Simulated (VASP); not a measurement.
Set up this calculation in VASP 6.6.1, as the native input.

```
Task                   : single point
Functional             : PBE
Potentials or basis    : VASP PAW PBE potentials, release 64 (Nb_sv, Te, S)
Cutoff                 : 520 eV
k mesh                 : 6 × 6 × 6
Occupations            : gaussian, width 0.1 eV
Spin                   : no spin polarisation
Dipole correction      : no
Further INCAR settings : ALGO = Normal; EDIFF = 1e-06; NBANDS = 30
```

The structure of Nb2Te2S lies in POSCAR:

```
Nb2Te2S
1.0
   -2.3629263500      2.3629263500      5.4284341400
    2.3629263500     -2.3629263500      5.4284341400
    2.3629263500      2.3629263500     -5.4284341400
Nb Te S
2 2 1
Direct
    0.6295807400      0.6295807400      0.0000000000
    0.3704192600      0.3704192600      0.0000000000
    0.7500000000      0.2500000000      0.5000000000
    0.2500000000      0.7500000000      0.5000000000
    0.0000000000      0.0000000000      0.0000000000
```

The input as run:

INCAR

```
SYSTEM = Nb2Te2S
PREC = Accurate
ENCUT = 520
EDIFF = 1E-6
ISMEAR = 0
SIGMA = 0.1
LREAL = .FALSE.
LASPH = .TRUE.
NELM = 80
ALGO = Normal
ISIF = 2
LWAVE = .FALSE.
LCHARG = .FALSE.
GGA = PE
NBANDS = 30
```

KPOINTS

```
Automatic mesh
0
G
  6 6 6
  0 0 0
```

Potentials or basis: VASP PAW PBE potentials, release 64 (Nb_sv, Te, S).

Run with:

```console
$ cat potpaw_PBE.64/Nb_sv/POTCAR potpaw_PBE.64/Te/POTCAR potpaw_PBE.64/S/POTCAR > POTCAR
$ mpirun -np 1 vasp_std > vasp.out
```

It gave:

The pressure is 5.4 GPa. The largest force is 3.317 eV/Å and the band gap on the k mesh is zero (band 22 reaches 7.87 eV, above the bottom of band 23 at 7.54 eV).

Caveat: spin-orbit coupling is left out, which moves the levels of the heavy elements; forces of over 1 eV/Å act on the atoms, so gaps and moduli don't describe the material at rest.

Wall time 4.2 min on 1 thread of Intel(R) Xeon(R) Platinum 8375C CPU @ 2.90GHz (Ice Lake), on a shared host, peak memory 0.38 GiB.
